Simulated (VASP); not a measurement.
# BN (P6_3mc) in VASP: a series of runs

The runs below take BN through single point, relaxation of volume and atoms at fixed shape, with PBE.

All numbers are computed with VASP 6.6.1; they aren't measurements. Logs are shortened: lines on timing, memory, paths and dates and some standing lists are left out, and cuts for length are marked.

**1. The cell of the first run**

It takes space group P6_3mc (No. 186, hexagonal). The conventional cell has a = 2.554 Å, b = 2.554 Å, c = 4.228 Å, α = 90.00°, β = 90.00°, γ = 120.00°. Within 2.1 Å of B (site symmetry 3m) lie 4 N at 1.57 to 1.58 Å. N (site symmetry 3m) has 4 B at 1.57 to 1.58 Å within 2.1 Å.

**2. Single point, PBE**

The input, INCAR:

```
ALGO = Normal
EDIFF = 1E-6
ENCUT = 520
GGA = PE
ISIF = 2
ISMEAR = 0
LASPH = True
LCHARG = False
LREAL = False
LWAVE = False
NBANDS = 16
NELM = 60
PREC = Accurate
SIGMA = 0.02
```

The input, KPOINTS:

```
k-points
0
Gamma
  10 10 5
```

The input, POSCAR:

```
BN
1.0
    2.5535103117      0.0000000000      0.0000000000
   -1.2767551558      2.2114047988      0.0000000000
    0.0000000000      0.0000000000      4.2279928267
B N
2 2
Direct
    0.6666666667      0.3333333333      0.0001916975
    0.3333333333      0.6666666667      0.5001916975
    0.6666666667      0.3333333333      0.3748083025
    0.3333333333      0.6666666667      0.8748083025
```

Potentials or basis: VASP PAW PBE potentials, release 64 (B, N).

Launch:

```console
> cat potpaw_PBE.64/B/POTCAR potpaw_PBE.64/N/POTCAR > POTCAR
> mpirun -np 1 vasp_std > vasp.out
```

OUTCAR:

```text
EDIFF = 1E-6
   ENCUT = 520
   GGA = PE
   ISIF = 2
   ISMEAR = 0
   LASPH = True
   LREAL = False
   NELM = 60
   PREC = Accurate

 ion  position               nearest neighbor table
   1  0.667  0.333  0.000-   4 1.57   4 1.57   4 1.57   3 1.58
   2  0.333  0.667  0.500-   3 1.57   3 1.57   3 1.57   4 1.58
   3  0.667  0.333  0.375-   2 1.57   2 1.57   2 1.57   1 1.58
   4  0.333  0.667  0.875-   1 1.57   1 1.57   1 1.57   2 1.58

  LATTYP: Found a hexagonal cell.
 ALAT       =     2.5535103117
 C/A-ratio  =     1.6557570993

  Lattice vectors:

 A1 = (   2.5535103117,   0.0000000000,   0.0000000000)
 A2 = (  -1.2767551558,   2.2114047988,   0.0000000000)
 A3 = (   0.0000000000,   0.0000000000,   4.2279928267)

Analysis of symmetry for initial positions (statically):
=====================================================================
 Subroutine PRICEL returns:
 Original cell was already a primitive cell.

 Routine SETGRP: Setting up the symmetry group for a
 hexagonal supercell.

 Subroutine GETGRP returns: Found 12 space group operations
 (whereof  6 operations were pure point group operations)
 out of a pool of 24 trial point group operations.

The static configuration has the point symmetry C_3v.
 The point group associated with its full space group is C_6v.

Analysis of symmetry for dynamics (positions and initial velocities):
=====================================================================
 Subroutine PRICEL returns:
 Original cell was already a primitive cell.

 Routine SETGRP: Setting up the symmetry group for a
 hexagonal supercell.

 Subroutine GETGRP returns: Found 12 space group operations
 (whereof  6 operations were pure point group operations)
 out of a pool of 24 trial point group operations.

The dynamic configuration has the point symmetry C_3v.
 The point group associated with its full space group is C_6v.

 Subroutine INISYM returns: Found 12 space group operations
 (whereof  6 operations are pure point group operations),
 and found     1 'primitive' translations

----------------------------------------------------------------------------------------

                                     Primitive cell

  volume of cell :      23.8748

  direct lattice vectors                    reciprocal lattice vectors
     2.553510312  0.000000000  0.000000000     0.391617765  0.226100622  0.000000000
    -1.276755156  2.211404799  0.000000000     0.000000000  0.452201244  0.000000000
     0.000000000  0.000000000  4.227992827     0.000000000  0.000000000  0.236518850

  length of vectors
     2.553510312  2.553510312  4.227992827     0.452201244  0.452201244  0.236518850

  position of ions in fractional coordinates (direct lattice)
     0.666666667  0.333333333  0.000191698
     0.333333333  0.666666667  0.500191698
     0.666666667  0.333333333  0.374808302
     0.333333333  0.666666667  0.874808302

  ion indices of the primitive-cell ions
   primitive index   ion index
                 1           1
                 2           2
                 3           3
                 4           4

----------------------------------------------------------------------------------------

 KPOINTS: k-points

Automatic generation of k-mesh.
 Grid dimensions read from file:
 generate k-points for:   10   10    5

 Generating k-lattice:

  Cartesian coordinates                     Fractional coordinates (reciprocal lattice)
     0.039161776  0.022610062  0.000000000     0.100000000  0.000000000  0.000000000
     0.000000000  0.045220124  0.000000000     0.000000000  0.100000000  0.000000000
     0.000000000  0.000000000  0.047303770     0.000000000  0.000000000  0.200000000

  Length of vectors
     0.045220124  0.045220124  0.047303770

  Shift w.r.t. Gamma in fractional coordinates (k-lattice)
     0.000000000  0.000000000  0.000000000

 Subroutine IBZKPT returns following result:
 ===========================================

 Found     42 irreducible k-points:

 Following reciprocal coordinates:
            Coordinates               Weight
  0.000000  0.000000  0.000000      1.000000
  0.100000  0.000000  0.000000      6.000000
  0.200000  0.000000  0.000000      6.000000
  0.300000  0.000000  0.000000      6.000000
  0.400000  0.000000  0.000000      6.000000
  0.500000  0.000000  0.000000      3.000000
[... 16 lines left out ...]
  0.300000  0.100000  0.200000     24.000000
  0.400000  0.100000  0.200000     24.000000
 [... further k-points ...]
   k-points           NKPTS =     42   k-points in BZ     NKDIM =     42   number of bands    NBANDS=     16
   number of dos      NEDOS =    301   number of ions     NIONS =      4
   total plane-waves  NPLWV =  12800
   dimension x,y,z NGX =    20 NGY =   20 NGZ =   32
   dimension x,y,z NGXF=    40 NGYF=   40 NGZF=   64
   ions per type =               2   2
   NGX,Y,Z   is equivalent  to a cutoff of  13.02, 13.02, 12.58 a.u.
   NGXF,Y,Z  is equivalent  to a cutoff of  26.04, 26.04, 25.16 a.u.
 SYSTEM =  unknown system
   PREC   = accura    normal or accurate (medium, high low for compatibility)
   ISTART =      0    job   : 0-new  1-cont  2-samecut
   ICHARG =      2    charge: 1-file 2-atom 10-const
   ISPIN  =      1    spin polarized calculation?
   LNONCOLLINEAR =      F non collinear calculations
   LSORBIT =      F    spin-orbit coupling
   LASPH  =      T    aspherical Exc in radial PAW
   ENCUT  =  520.0 eV  38.22 Ry    6.18 a.u.   4.75  4.75  7.86*2*pi/ulx,y,z
   NELM   =     60;   NELMIN=  2; NELMDL= -5     # of ELM steps
   EDIFF  = 0.1E-05   stopping-criterion for ELM
   LREAL  =      F    real-space projection
   EDIFFG = 0.1E-04   stopping-criterion for IOM
   NSW    =      0    number of steps for IOM
   IBRION =     -1    ionic relax: 0-MD 1-quasi-New 2-CG
   NFREE  =      0    steps in history (QN), initial steepest desc. (CG)
   ISIF   =      2    stress and relaxation
   ISYM   =      2    0-nonsym 1-usesym 2-fastsym
   POTIM  = 0.5000    time-step for ionic-motion
   TEBEG  =    0.0;   TEEND  =   0.0 temperature during run
   PSTRESS=    0.0 pullay stress
   NELECT =      16.0000    total number of electrons
   NUPDOWN=      -1.0000    fix difference up-down
   EMIN   =  10.00;   EMAX   =-10.00  energy-range for DOS
   EFERMI =   0.00;   METHOD = LEGACY
   ISMEAR =     0;   SIGMA  =   0.02  broadening in eV -4-tet -1-fermi 0-gaus
   EFERMI_NEDOS =   21; number of points for ismear=-14 and -15
   IALGO  =     38    algorithm
   IMIX   =      4    mixing-type and parameters
     AMIX     =   0.40;   BMIX     =  1.00
     AMIX_MAG =   1.60;   BMIX_MAG =  1.00
  volume/ion in A,a.u.               =       5.97        40.28
  Fermi-wavevector in a.u.,A,eV,Ry     =   1.432632  2.707283 27.925084  2.052436
  Thomas-Fermi vector in A             =   2.552239
   LORBIT       =      0    0 simple, 1 ext, 2 COOP (PROOUT), +10 PAW based schemes
   GGA     = PE    functional components
   LHFCALC =     F    Hartree Fock is set to
   AEXX    =    0.0000 exact exchange contribution
   IVDW    =     0    specifies the selected vdW correction
   LEPSILON=     F    determine dielectric tensor
   LRPA    =     F    only Hartree local field effects (RPA)
 non-spin polarized calculation
 Gauss-broadening in eV      SIGMA  =   0.02
  energy-cutoff  :      520.00
  volume of cell :       23.87
 maximum number of plane-waves:       660
 NGX is ok and might be reduce to    20
   NGX =  9   NGY =  9   NGZ = 15

 number of electron      16.0000000 magnetization

 Free energy of the ion-electron system (eV)
  ---------------------------------------------------
  ext. energy  EPLUGINS =         0.00000000
  ---------------------------------------------------
  free energy    TOTEN  =       -34.83265611 eV

  energy without entropy =      -34.83265611  energy(sigma->0) =      -34.83265611

 E-fermi :   7.5164     XC(G=0): -12.7614

 val. band max:        7.4295847498   @ k =   0.0000   0.0000   0.0000
 cond. band min:      12.8284170617   @ k =   0.3000   0.3000   0.0000
 fundamental gap:      5.3988323120
 Fermi energy:         7.5164117207

 k-point     1 :       0.0000    0.0000    0.0000
  band No.  band energies     occupation
      1     -12.8570      2.00000
      2      -8.7603      2.00000
      3      -3.3928      2.00000
      4       5.3357      2.00000
      5       5.3357      2.00000
      6       7.1636      2.00000
[... 8 lines left out ...]
     15      19.2546      0.00000
     16      23.5023      0.00000

 k-point     2 :       0.1000    0.0000    0.0000
  band No.  band energies     occupation
      1     -12.6411      2.00000
      2      -8.5957      2.00000
      3      -3.1786      2.00000
      4       4.3705      2.00000
      5       4.9445      2.00000
      6       6.6257      2.00000
[... 8 lines left out ...]
     15      19.8717      0.00000
     16      23.1808      0.00000

 k-point     3 :       0.2000    0.0000    0.0000
  band No.  band energies     occupation
      1     -12.0041      2.00000
      2      -8.1364      2.00000
      3      -2.5486      2.00000
      4       2.2154      2.00000
      5       4.1007      2.00000
      6       4.7632      2.00000
[... 8 lines left out ...]
     15      21.3917      0.00000
     16      22.4618      0.00000

 k-point     4 :       0.3000    0.0000    0.0000
  band No.  band energies     occupation
      1     -10.9868      2.00000
      2      -7.5357      2.00000
      3      -1.5536      2.00000
      4      -0.0702      2.00000
      5       2.6170      2.00000
      6       3.2696      2.00000
[... 8 lines left out ...]
     15      23.1236      0.00000
     16      23.1678      0.00000
[... 324 lines left out ...]
 k-point    22 :       0.2000    0.1000    0.2000
  band No.  band energies     occupation
      1     -11.1620      2.00000
      2      -8.3529      2.00000
      3      -1.1094      2.00000
      4       1.3788      2.00000
      5       2.5780      2.00000
      6       3.6245      2.00000
[... 8 lines left out ...]
     15      22.1426      0.00000
     16      22.8014      0.00000

 k-point    23 :       0.3000    0.1000    0.2000
  band No.  band energies     occupation
      1     -10.0210      2.00000
      2      -7.6598      2.00000
      3      -1.3640      2.00000
      4       0.4197      2.00000
      5       1.0522      2.00000
      6       2.5646      2.00000
[... 8 lines left out ...]
     15      23.0807      0.00000
     16      23.6705      0.00000

 k-point    24 :       0.4000    0.1000    0.2000
  band No.  band energies     occupation
      1      -8.8241      2.00000
      2      -7.4513      2.00000
      3      -2.2322      2.00000
      4      -0.6806      2.00000
      5       1.3367      2.00000
      6       2.2326      2.00000
[... 8 lines left out ...]
     15      23.8982      0.00000
     16      24.4329      0.00000

 [... further k-points ...]
[... 5 lines left out ...]
  --------------------------------------------------------------------------------------
  -------------------------------------------------------------------------------------
  Total        0.0930081      0.0930081     -0.0856943      0.0000000      0.0000000      0.0000000
  in kB        6.2415314      6.2415314     -5.7507249      0.0000000      0.0000000      0.0000000
  external PRESSURE =       2.2441127 kB  Pullay stress =       0.0000000 kB

 VOLUME and BASIS-vectors are now :
 -----------------------------------------------------------------------------
  energy-cutoff  :      520.00
  volume of cell :       23.87
      direct lattice vectors                 reciprocal lattice vectors
     2.553510312  0.000000000  0.000000000     0.391617765  0.226100622  0.000000000
    -1.276755156  2.211404799  0.000000000     0.000000000  0.452201244  0.000000000
     0.000000000  0.000000000  4.227992827     0.000000000  0.000000000  0.236518850

 POSITION                                       TOTAL-FORCE (eV/Angst)
 -----------------------------------------------------------------------------------
      1.27676      0.73713      0.00081        -0.000000      0.000000      0.002304
     -0.00000      1.47427      2.11481         0.000000     -0.000000      0.002304
      1.27676      0.73713      1.58469         0.000000     -0.000000     -0.002304
     -0.00000      1.47427      3.69868        -0.000000      0.000000     -0.002304
 -----------------------------------------------------------------------------------
    total drift:                               -0.000000     -0.000000     -0.000175

  FREE ENERGIE OF THE ION-ELECTRON SYSTEM (eV)
  ---------------------------------------------------
  free  energy   TOTEN  =       -34.8326561139 eV

  energy  without entropy=      -34.8326561139  energy(sigma->0) =      -34.83265611
```

It took 7.1 s on 1 thread of Intel Xeon 6975P-C, shared host; peak memory 0.14 GiB.

Results:

```
Free energy            : -34.8327 eV
Pressure               : 0.2 GPa
Band gap on the k mesh : 5.40 eV, indirect (least direct gap 8.23 eV)
```

Forces in eV/Å, atoms in the order of the input:
```
B    0.000  0.000  0.002
B    0.000  0.000  0.002
N    0.000  0.000 -0.002
N    0.000  0.000 -0.002
```

Stress tensor (GPa, compression positive):
```
 0.62  0.00  0.00
 0.00  0.62  0.00
 0.00  0.00 -0.58
```

Levels at points of the mesh, in eV from the valence-band top:
```tsv
k point	band 5	band 6	band 7	band 8	band 9	band 10	band 11	band 12
(0.00, 0.00, 0.00)	-2.09	-0.27	0.00	0.00	8.34	8.34	8.51	9.43
(0.50, 0.00, 0.00)	-6.85	-4.93	-4.36	-2.10	6.69	7.93	10.57	11.39
```

A k mesh can miss the band edges.

[end of part 1 of 2]
